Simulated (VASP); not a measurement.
Set up this calculation in VASP 6.6.1, as the native input.

| Property | Result |
| --- | --- |
| Task | relaxation of the atoms |
| Functional | LDA |
| Potentials or basis | VASP PAW LDA potentials, release 64 (Al, N) |
| Cutoff | 520 eV |
| k mesh | 8 × 8 × 5 |
| Occupations | gaussian, width 0.01 eV |
| Spin | no spin polarisation |
| Dipole correction | no |
| Further INCAR settings | ALGO = Normal; EDIFF = 1e-06; IBRION = 2; EDIFFG = -0.004; NSW = 80 |

The structure of AlN lies in POSCAR:

```
AlN
1.0
    3.1042267375      0.0000000000      0.0000000000
   -1.5521133687      2.6883392138      0.0000000000
    0.0000000000      0.0000000000      4.9433073469
Al N
2 2
Direct
    0.3333333333      0.6666666667      0.0000034427
    0.6666666667      0.3333333333      0.5000034427
    0.3333333333      0.6666666667      0.3819965573
    0.6666666667      0.3333333333      0.8819965573
```

These files were run (other wordings do the same):

INCAR

```
  PREC = Accurate
  ENCUT = 520
  EDIFF = 1E-6
  ISMEAR = 0
  SIGMA = 0.01
  LREAL = F
  LASPH = T
  NELM = 80
  ALGO = Normal
  ISIF = 2
  LWAVE = F
  LCHARG = F
  GGA = CA
  IBRION = 2
  NSW = 80
  EDIFFG = -0.004
```

KPOINTS

```
regular mesh
0
Gamma
  8 8 5
```

Potentials or basis: VASP PAW LDA potentials, release 64 (Al, N).

Command:

```console
$ cat potpaw_LDA.64/Al/POTCAR potpaw_LDA.64/N/POTCAR > POTCAR
$ mpirun -np 1 vasp_std > vasp.out
```

It gave:

The energy gained by relaxing is 0.1 meV/atom and the ionic steps are 3. The pressure after relaxing is -1.5 GPa and the band gap on the k mesh is 4.31 eV.

It took 29 s on 1 thread of Intel Xeon 8259CL, with other jobs on the host, peak memory 0.14 GiB.
